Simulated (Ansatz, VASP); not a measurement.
# Na in VASP and in Ansatz

```xyz
1
Lattice="-2.1810 2.1810 2.1175 2.1810 -2.1810 2.1175 2.1810 2.1810 -2.1175" Properties=species:S:1:pos:R:3 pbc="T T T"
Na    0.0000    0.0000    0.0000
```

Change from the starting cell: strain +0.030 along x and y, +0.000 along z, atoms carried along.

Alike in both runs: task single point; functional PBE; k mesh 16 × 16 × 16; occupations gaussian, width 0.15 eV; no spin polarisation.

```csv
,VASP,Ansatz
version,VASP 6.6.1,Ansatz 0.2.0
potentials or method,"VASP PAW PBE potentials, release 64 (Na_pv), cutoff 520 eV","scalar-relativistic, plane waves, PAW"
valence electrons in the cell,7,9
```

|  | VASP | Ansatz | Ansatz less VASP |
| --- | --- | --- | --- |
| gap on the k mesh at the Fermi level (eV) | none | none | - |
| pressure (GPa) | -0.6 | -0.6 | +0.02 |

A gap of «none» marks a metal or a gap that the smearing closes. VASP's potentials hold 7 valence electrons a cell and Ansatz's 9, so a difference there can come from the potentials and not from the codes.
